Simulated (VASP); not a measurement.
# In (I4/mmm) in VASP: a series of runs

The runs below take In through single point, relaxation of shape and atoms at fixed volume, with PBE.

Program: VASP 6.6.1. These are calculated values, not measurements. Logs are shortened: lines on timing, memory, paths and dates and some standing lists are left out, and cuts for length are marked.

### Step 1. The cell of the first run

It takes space group I4/mmm (No. 139, tetragonal). Conventional cell: a = 3.390 Å, b = 3.390 Å, c = 4.785 Å, α = 90.00°, β = 90.00°, γ = 90.00°. In (site symmetry 4/mmm) has 12 In at 3.39 Å within 4.5 Å.

### Step 2. Single point, PBE

Contents of INCAR:

```
  PREC = Accurate
  ENCUT = 520
  EDIFF = 1E-7
  ISMEAR = 0
  SIGMA = 0.1
  LREAL = False
  LASPH = True
  NELM = 80
  ALGO = Fast
  ISIF = 2
  LWAVE = False
  LCHARG = False
  GGA = PE
  NBANDS = 12
```

Contents of KPOINTS:

```
regular mesh
0
Gamma
  18 18 18
```

Contents of POSCAR:

```
In
1.0
   -1.6950972428      1.6950972428      2.3922503790
    1.6950972428     -1.6950972428      2.3922503790
    1.6950972428      1.6950972428     -2.3922503790
In
1
Direct
    0.0000000000      0.0000000000      0.0000000000
```

Potentials or basis: VASP PAW PBE potentials, release 64 (In_d).

Started as:

```sh
$ cat potpaw_PBE.64/In_d/POTCAR > POTCAR
$ mpirun -np 1 vasp_std > vasp.out
```

OUTCAR:

```text
PREC = Accurate
   ENCUT = 520
   EDIFF = 1E-7
   ISMEAR = 0
   LREAL = False
   LASPH = True
   NELM = 80
   ISIF = 2
   GGA = PE

 ion  position               nearest neighbor table
   1  0.000  0.000  0.000-

  LATTYP: Found a body centered tetragonal cell.
 ALAT       =     3.3901944856
 C/A-ratio  =     1.4112761903

  Lattice vectors:

 A1 = (  -1.6950972428,   1.6950972428,   2.3922503790)
 A2 = (   1.6950972428,  -1.6950972428,   2.3922503790)
 A3 = (   1.6950972428,   1.6950972428,  -2.3922503790)

Analysis of symmetry for initial positions (statically):
=====================================================================
 Subroutine PRICEL returns:
 Original cell was already a primitive cell.

 Routine SETGRP: Setting up the symmetry group for a
 body centered tetragonal supercell.

 Subroutine GETGRP returns: Found 16 space group operations
 (whereof 16 operations were pure point group operations)
 out of a pool of 16 trial point group operations.

The static configuration has the point symmetry D_4h.

Analysis of symmetry for dynamics (positions and initial velocities):
=====================================================================
 Subroutine PRICEL returns:
 Original cell was already a primitive cell.

 Routine SETGRP: Setting up the symmetry group for a
 body centered tetragonal supercell.

 Subroutine GETGRP returns: Found 16 space group operations
 (whereof 16 operations were pure point group operations)
 out of a pool of 16 trial point group operations.

The dynamic configuration has the point symmetry D_4h.

 Subroutine INISYM returns: Found 16 space group operations
 (whereof 16 operations are pure point group operations),
 and found     1 'primitive' translations

----------------------------------------------------------------------------------------

                                     Primitive cell

  volume of cell :      27.4951

  direct lattice vectors                    reciprocal lattice vectors
    -1.695097243  1.695097243  2.392250379     0.000000000  0.294968328  0.209008223
     1.695097243 -1.695097243  2.392250379     0.294968328  0.000000000  0.209008223
     1.695097243  1.695097243 -2.392250379     0.294968328  0.294968328  0.000000000

  length of vectors
     3.386675538  3.386675538  3.386675538     0.361511759  0.361511759  0.417148210

  position of ions in fractional coordinates (direct lattice)
     0.000000000  0.000000000  0.000000000

  ion indices of the primitive-cell ions
   primitive index   ion index
                 1           1

----------------------------------------------------------------------------------------

 KPOINTS: regular mesh

Automatic generation of k-mesh.
 Grid dimensions read from file:
 generate k-points for:   18   18   18

 Generating k-lattice:

  Cartesian coordinates                     Fractional coordinates (reciprocal lattice)
     0.000000000  0.016387129  0.011611568     0.055555556  0.000000000  0.000000000
     0.016387129  0.000000000  0.011611568     0.000000000  0.055555556  0.000000000
     0.016387129  0.016387129  0.000000000     0.000000000  0.000000000  0.055555556

  Length of vectors
     0.020083987  0.020083987  0.023174901

  Shift w.r.t. Gamma in fractional coordinates (k-lattice)
     0.000000000  0.000000000  0.000000000

 Subroutine IBZKPT returns following result:
 ===========================================

 Found    480 irreducible k-points:

 Following reciprocal coordinates:
            Coordinates               Weight
  0.000000  0.000000  0.000000      1.000000
  0.055556 -0.000000  0.000000      8.000000
  0.111111 -0.000000  0.000000      8.000000
  0.166667 -0.000000  0.000000      8.000000
  0.222222  0.000000 -0.000000      8.000000
  0.277778 -0.000000  0.000000      8.000000
[... 16 lines left out ...]
 -0.277778  0.055556 -0.000000     16.000000
 -0.222222  0.055556  0.000000     16.000000
 [... further k-points ...]
   k-points           NKPTS =    480   k-points in BZ     NKDIM =    480   number of bands    NBANDS=     12
   number of dos      NEDOS =    301   number of ions     NIONS =      1
   total plane-waves  NPLWV =  21952
   dimension x,y,z NGX =    28 NGY =   28 NGZ =   28
   dimension x,y,z NGXF=    56 NGYF=   56 NGZF=   56
   ions per type =               1
   NGX,Y,Z   is equivalent  to a cutoff of  13.74, 13.74, 13.74 a.u.
   NGXF,Y,Z  is equivalent  to a cutoff of  27.49, 27.49, 27.49 a.u.
 SYSTEM =  unknown system
   PREC   = accura    normal or accurate (medium, high low for compatibility)
   ISTART =      0    job   : 0-new  1-cont  2-samecut
   ICHARG =      2    charge: 1-file 2-atom 10-const
   ISPIN  =      1    spin polarized calculation?
   LNONCOLLINEAR =      F non collinear calculations
   LSORBIT =      F    spin-orbit coupling
   LASPH  =      T    aspherical Exc in radial PAW
   ENCUT  =  520.0 eV  38.22 Ry    6.18 a.u.   6.30  6.30  6.30*2*pi/ulx,y,z
   NELM   =     80;   NELMIN=  2; NELMDL= -5     # of ELM steps
   EDIFF  = 0.1E-06   stopping-criterion for ELM
   LREAL  =      F    real-space projection
   EDIFFG = 0.1E-05   stopping-criterion for IOM
   NSW    =      0    number of steps for IOM
   IBRION =     -1    ionic relax: 0-MD 1-quasi-New 2-CG
   NFREE  =      0    steps in history (QN), initial steepest desc. (CG)
   ISIF   =      2    stress and relaxation
   ISYM   =      2    0-nonsym 1-usesym 2-fastsym
   POTIM  = 0.5000    time-step for ionic-motion
   TEBEG  =    0.0;   TEEND  =   0.0 temperature during run
   PSTRESS=    0.0 pullay stress
   NELECT =      13.0000    total number of electrons
   NUPDOWN=      -1.0000    fix difference up-down
   EMIN   =  10.00;   EMAX   =-10.00  energy-range for DOS
   EFERMI =   0.00;   METHOD = LEGACY
   ISMEAR =     0;   SIGMA  =   0.10  broadening in eV -4-tet -1-fermi 0-gaus
   EFERMI_NEDOS =   21; number of points for ismear=-14 and -15
   IALGO  =     68    algorithm
   IMIX   =      4    mixing-type and parameters
     AMIX     =   0.40;   BMIX     =  1.00
     AMIX_MAG =   1.60;   BMIX_MAG =  1.00
  volume/ion in A,a.u.               =      27.50       185.55
  Fermi-wavevector in a.u.,A,eV,Ry     =   1.275373  2.410106 22.130925  1.626577
  Thomas-Fermi vector in A             =   2.408089
   LORBIT       =      0    0 simple, 1 ext, 2 COOP (PROOUT), +10 PAW based schemes
   GGA     = PE    functional components
   LHFCALC =     F    Hartree Fock is set to
   AEXX    =    0.0000 exact exchange contribution
   IVDW    =     0    specifies the selected vdW correction
   LEPSILON=     F    determine dielectric tensor
   LRPA    =     F    only Hartree local field effects (RPA)
 non-spin polarized calculation
 RMM-DIIS sequential band-by-band and
 Gauss-broadening in eV      SIGMA  =   0.10
  energy-cutoff  :      520.00
  volume of cell :       27.50
 maximum number of plane-waves:       756
 NGX is ok and might be reduce to    28
   NGX = 13   NGY = 13   NGZ = 13

 number of electron      12.9999997 magnetization

 Free energy of the ion-electron system (eV)
  ---------------------------------------------------
  ext. energy  EPLUGINS =         0.00000000
  ---------------------------------------------------
  free energy    TOTEN  =        -2.56237835 eV

  energy without entropy =       -2.56003859  energy(sigma->0) =       -2.56120847

 E-fermi :   6.9697     XC(G=0): -10.0195

 val. band max:        6.9682137520   @ k =  -0.3333  -0.4444   0.2222
 cond. band min:       6.9751745052   @ k =   0.4444   0.2222   0.1111
 fundamental gap:      0.0069607532
 Fermi energy:         6.9696749047

 k-point     1 :       0.0000    0.0000    0.0000
  band No.  band energies     occupation
      1      -7.6158      2.00000
      2      -7.6158      2.00000
      3      -7.6135      2.00000
      4      -7.4672      2.00000
      5      -7.4646      2.00000
      6      -2.2363      2.00000
      7      17.0969      0.00000
      8      17.1019      0.00000
      9      17.1019      0.00000
     10      18.3833      0.00000
     11      20.5512      0.00000
     12      20.5540      0.00000

 k-point     2 :       0.0556   -0.0000    0.0000
  band No.  band energies     occupation
      1      -7.6158      2.00000
      2      -7.6110      2.00000
      3      -7.6093      2.00000
      4      -7.4678      2.00000
      5      -7.4653      2.00000
      6      -2.1715      2.00000
      7      16.2343      0.00000
      8      16.9791      0.00000
      9      16.9802      0.00000
     10      18.1991      0.00000
     11      20.7568      0.00000
     12      20.7583      0.00000

 k-point     3 :       0.1111   -0.0000    0.0000
  band No.  band energies     occupation
      1      -7.6178      2.00000
      2      -7.5987      2.00000
      3      -7.5971      2.00000
      4      -7.4679      2.00000
      5      -7.4656      2.00000
      6      -1.9761      2.00000
      7      14.5104      0.00000
      8      16.6832      0.00000
      9      16.6874      0.00000
     10      18.0851      0.00000
     11      21.2943      0.00000
     12      21.2984      0.00000

 k-point     4 :       0.1667   -0.0000    0.0000
  band No.  band energies     occupation
      1      -7.6221      2.00000
      2      -7.5852      2.00000
      3      -7.5835      2.00000
      4      -7.4625      2.00000
      5      -7.4607      2.00000
      6      -1.6481      2.00000
      7      12.6621      0.00000
      8      16.3217      0.00000
      9      16.3321      0.00000
     10      18.0045      0.00000
     11      21.5975      0.00000
     12      21.7686      0.00000

 k-point     5 :       0.2222    0.0000   -0.0000
  band No.  band energies     occupation
      1      -7.6290      2.00000
      2      -7.5789      2.00000
      3      -7.5770      2.00000
      4      -7.4453      2.00000
      5      -7.4442      2.00000
      6      -1.1855      2.00000
      7      10.8501      0.00000
      8      15.9644      0.00000
      9      15.9814      0.00000
     10      17.9309      0.00000
     11      21.0198      0.00000
     12      21.0749      0.00000
[... 228 lines left out ...]
      1      -7.6521      2.00000
      2      -7.5976      2.00000
      3      -7.5851      2.00000
      4      -7.3838      2.00000
      5      -7.3517      2.00000
      6       0.7633      2.00000
      7       6.5352      2.00000
      8      14.6599      0.00000
      9      15.0719      0.00000
     10      17.3074      0.00000
     11      19.7972      0.00000
     12      20.3185      0.00000

 k-point    22 :      -0.3333    0.0556    0.0000
  band No.  band energies     occupation
      1      -7.6449      2.00000
      2      -7.5874      2.00000
      3      -7.5760      2.00000
      4      -7.4165      2.00000
      5      -7.3784      2.00000
      6      -0.0555      2.00000
      7       8.0789      0.00000
      8      14.7613      0.00000
      9      15.4298      0.00000
     10      17.5737      0.00000
     11      19.7334      0.00000
     12      20.8154      0.00000

 k-point    23 :      -0.2778    0.0556   -0.0000
  band No.  band energies     occupation
      1      -7.6378      2.00000
      2      -7.5780      2.00000
      3      -7.5691      2.00000
      4      -7.4488      2.00000
      5      -7.4085      2.00000
      6      -0.7436      2.00000
      7       9.7378      0.00000
      8      14.9652      0.00000
      9      15.7899      0.00000
     10      17.9369      0.00000
     11      19.7584      0.00000
     12      21.4305      0.00000

 k-point    24 :      -0.2222    0.0556    0.0000
  band No.  band energies     occupation
      1      -7.6322      2.00000
      2      -7.5749      2.00000
      3      -7.5689      2.00000
      4      -7.4723      2.00000
      5      -7.4345      2.00000
      6      -1.2968      2.00000
      7      11.4938      0.00000
      8      15.2640      0.00000
      9      16.1396      0.00000
     10      18.2318      0.00000
     11      19.9516      0.00000
     12      21.4488      0.00000

 [... further k-points ...]
[... 5 lines left out ...]
  --------------------------------------------------------------------------------------
  -------------------------------------------------------------------------------------
  Total       -0.0178511     -0.0178511     -0.0131103      0.0000000      0.0000000      0.0000000
  in kB       -1.0402077     -1.0402077     -0.7639571      0.0000000      0.0000000      0.0000000
  external PRESSURE =      -0.9481242 kB  Pullay stress =       0.0000000 kB

 VOLUME and BASIS-vectors are now :
 -----------------------------------------------------------------------------
  energy-cutoff  :      520.00
  volume of cell :       27.50
      direct lattice vectors                 reciprocal lattice vectors
    -1.695097243  1.695097243  2.392250379     0.000000000  0.294968328  0.209008223
     1.695097243 -1.695097243  2.392250379     0.294968328  0.000000000  0.209008223
     1.695097243  1.695097243 -2.392250379     0.294968328  0.294968328  0.000000000

 POSITION                                       TOTAL-FORCE (eV/Angst)
 -----------------------------------------------------------------------------------
      0.00000      0.00000      0.00000        -0.000000      0.000000      0.000000
 -----------------------------------------------------------------------------------
    total drift:                               -0.000000     -0.000000     -0.000000

  FREE ENERGIE OF THE ION-ELECTRON SYSTEM (eV)
  ---------------------------------------------------
  free  energy   TOTEN  =        -2.5623783537 eV

  energy  without entropy=       -2.5600385861  energy(sigma->0) =       -2.56120847
```

It took 2.3 min on 1 thread of Intel Xeon Platinum 8488C (Sapphire Rapids), shared host; peak memory 0.27 GiB.

Results:

```yaml
Free_energy: -2.5624 eV
Pressure: -0.1 GPa
```

Levels at points of the mesh, in eV from the Fermi level:
| k point | band 4 | band 5 | band 6 | band 7 | band 8 | band 9 |
| --- | --- | --- | --- | --- | --- | --- |
| (0.00, 0.00, 0.00) | -14.44 | -14.43 | -9.21 | 10.13 | 10.13 | 10.13 |
| (0.50, 0.00, 0.00) | -14.30 | -14.30 | -4.29 | -3.17 | 8.06 | 8.10 |
| (0.50, 0.50, 0.00) | -14.27 | -14.26 | -2.19 | -2.06 | 3.94 | 3.95 |
| (0.50, 0.50, 0.50) | -14.26 | -14.26 | -2.16 | -2.04 | 3.91 | 3.91 |

Caveat: spin-orbit coupling is left out, which moves the levels of the heavy elements.

[end of part 1 of 2]
